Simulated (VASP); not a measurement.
Mg2SO:

```
O S Mg
1.0
     1.66996    0.96415    5.49749
    -1.66996    0.96415    5.49749
     0.00000   -1.92831    5.49749
O S Mg
1 1 2
Cartesian
  1.6700 0.9642 5.4975
  0.0000 0.0000 8.2462
  0.0000 0.0000 4.3154
  0.0000 0.0000 12.1770
```

Base run:

```yaml
Program: VASP 6.6.1
Functional: r2SCAN
Potentials_or_basis: VASP PAW PBE potentials, release 64 (O, S, Mg)
Cutoff: 520 eV
k_mesh: 10 × 10 × 10
Occupations: gaussian, width 0.01 eV
Spin: no spin polarisation
```

Its results: band gap on the k mesh 1.60 eV; pressure -0.7 GPa; largest force 0.009 eV/Å.

Q: The run is repeated on the same cell with these changes: functional from r2SCAN to PBE. What comes out?

A: Band gap on the k mesh 0.97 eV; pressure 2.0 GPa; largest force 0.008 eV/Å.

Caveats: the PAW data sets were made with another functional, which shifts forces and pressure a little (at least some runs).

A k mesh can miss the band edges.
